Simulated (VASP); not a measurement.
Sr, 1 atom in the cell. Symmetry: Im-3m, No. 229, cubic system. Conventional cell: a = 4.682 Å, b = 4.682 Å, c = 4.682 Å, α = 90.00°, β = 90.00°, γ = 90.00°. Sr (site symmetry m-3m) has 14 Sr at 4.06 to 4.68 Å within 5.3 Å. This isn't the form of Sr at room conditions, which is fcc.

* Program: VASP 6.6.1
* Task: single point
* Functional: PBEsol
* Potentials or basis: VASP PAW PBE potentials, release 64 (Sr_sv)
* Cutoff: 520 eV
* k mesh: 11 × 11 × 11
* Occupations: fermi-dirac, width 0.1 eV
* Spin: no spin polarisation
* Dipole correction: no
* Further INCAR settings: ALGO = Normal; EDIFF = 1e-07; NBANDS = 11

Potentials or basis: VASP PAW PBE potentials, release 64 (Sr_sv).

Command:

```console
$ cat potpaw_PBE.64/Sr_sv/POTCAR > POTCAR
$ mpirun -np 1 vasp_std > vasp.out
```

Hardware: 1 thread of AMD EPYC 7R43 64-Core Processor (Zen 3), on a shared host.

Problem. How long does it take, and how much memory?

Solution. Wall time 31 s on 1 thread of AMD EPYC 7R43 64-Core Processor (Zen 3) (shared host), peak memory 0.15 GiB. Counts: scf iterations 13, k points 56.
